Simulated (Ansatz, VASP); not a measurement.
Zr2N in VASP and in Ansatz

```
Zr N
1.0
     5.37005    0.00000    0.00000
     0.00000    5.37005    0.00000
     0.00000    0.00000    3.27262
Zr N
4 2
Direct
  0.29625 0.29625 0.00000
  0.70375 0.70375 0.00000
  0.79625 0.20375 0.50000
  0.20375 0.79625 0.50000
  0.00000 0.00000 0.00000
  0.50000 0.50000 0.50000
```

Alike in both runs: functional PBEsol; k mesh 8 × 8 × 10; occupations gaussian, width 0.1 eV; no spin polarisation.

Ansatz relaxed the structure, and its values are those at the end. VASP's run is a single point on that final structure, the one shown.

|  | VASP | Ansatz |
| --- | --- | --- |
| version | VASP 6.6.1 | Ansatz 0.2.0 |
| potentials or method | VASP PAW PBE potentials, release 64 (Zr_sv, N), cutoff 520 eV | scalar-relativistic, plane waves, PAW |
| valence electrons in the cell | 58 | 58 |

```csv
,VASP,Ansatz,Ansatz less VASP
gap on the k mesh at the Fermi level (eV),none,none,-
pressure (GPa),0.2,0.0,-0.25
```

VASP's potentials were made for PBE, not for PBEsol. A gap of «none» marks a metal or a gap that the smearing closes.
